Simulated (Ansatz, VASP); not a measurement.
## EuO: VASP beside Ansatz

INCAR

```
SYSTEM = EuO
PREC = Accurate ; ENCUT = 600
EDIFF = 1E-6 ; ISMEAR = -1
SIGMA = 0.15 ; LREAL = .FALSE.
LASPH = .TRUE. ; NELM = 200
ALGO = Normal ; ISIF = 2
LWAVE = .FALSE. ; LCHARG = .TRUE.
ISPIN = 2 ; MAGMOM = 7 0
LORBIT = 11 ; LMAXMIX = 6
GGA = RE ; LELF = .TRUE.
LVHAR = .TRUE. ; NBANDS = 22
GGA_COMPAT = .FALSE.
```

The input KPOINTS:

```
Automatic mesh
0
G
  11 11 11
  0 0 0
```

Contents of POSCAR:

```
EuO
1.0
    0.0000000000      2.5719500000      2.5719500000
    2.5719500000      0.0000000000      2.5719500000
    2.5719500000      2.5719500000      0.0000000000
Eu O
1 1
Direct
    0.0000000000      0.0000000000      0.0000000000
    0.5000000000      0.5000000000      0.5000000000
```

Input for Ansatz:

```yaml
crystal:
  lattice:
    - [0.0, 2.57195, 2.57195]
    - [2.57195, 0.0, 2.57195]
    - [2.57195, 2.57195, 0.0]
  atoms:
    - { symbol: Eu, position: [0.0, 0.0, 0.0] }
    - { symbol: O, position: [0.5, 0.5, 0.5] }
kpoints:
  mp_grid:
    grid: [11, 11, 11]
hamiltonian:
  xc: revpbe
magnetization:
  spin_polarized: true
  per_species:
    Eu: 7.0
scf:
  occupations:
    method: fermi_dirac
    width: 0.15
output:
  stress: true
```

Alike in both runs: task single point; functional revPBE; k mesh 11 × 11 × 11; occupations fermi-dirac, width 0.15 eV; collinear spin.

```csv
,VASP,Ansatz
version,VASP 6.6.1,Ansatz 0.2.0
potentials or method,"VASP PAW PBE potentials, release 64 (Eu, O)","plane waves, PAW"
plane-wave cutoff (eV),600,420
valence electrons in the cell,23,23
```

|  | VASP | Ansatz | Ansatz less VASP |
| --- | --- | --- | --- |
| pressure (GPa) | -1.9 | -1.6 | +0.30 |
| net moment per atom (μB) | 3.47 | 3.47 | +0.002 |
| size of the moment on the site where the two differ most (μB) | 6.57 | 6.60 | +0.036 |

VASP's potentials were made for PBE, not for revPBE. Site moments also hang on the region over which each program counts them.

Neither program's run includes spin-orbit coupling.
